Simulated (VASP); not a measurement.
A run of VASP 6.6.1 is set up as follows.

INCAR

```
SYSTEM = PtS2
  ALGO = Normal
  EDIFF = 1E-6
  ENCUT = 520
  GGA = PS
  ISIF = 2
  ISMEAR = -1
  LASPH = .True.
  LCHARG = .True.
  LELF = .True.
  LREAL = .False.
  LVHAR = .True.
  LWAVE = .False.
  NBANDS = 18
  NELM = 100
  PREC = Accurate
  SIGMA = 0.052
```

The input KPOINTS:

```
k-points
0
Gamma
  4 4 4
  0 0 0
```

Contents of POSCAR:

```
PtS2
1.0
    1.7391392326      1.0040925041      5.0958703778
   -1.7391392326      1.0040925041      5.0958703778
    0.0000000000     -2.0081850081      5.0958703778
Pt S
1 2
Direct
    0.0013588186     -0.0016949910     -0.0046353041
    0.3995145095      0.4290112852      0.4498681826
    0.2693798383      0.2192153671      0.2399578631
```

Potentials or basis: VASP PAW PBE potentials, release 64 (Pt, S).

The run is started by

```bash
$ cat potpaw_PBE.64/Pt/POTCAR potpaw_PBE.64/S/POTCAR > POTCAR
$ mpirun -np 1 vasp_std > vasp.out
```

Question: Predict the largest force.

Answer: 0.173 eV/Å.

Question: Predict the pressure.

Answer: -2.4 GPa.

Stress tensor (GPa, compression positive):
```
-2.91 -0.02  0.95
-0.02 -2.19  0.48
 0.95  0.48 -2.06
```

Caveat: the k points lie up to 0.53 Å⁻¹ apart, too coarse for converged energies and pressures of a metal; the atoms stand as in a frame of molecular dynamics; the PAW data sets were made with another functional, which shifts forces and pressure a little.
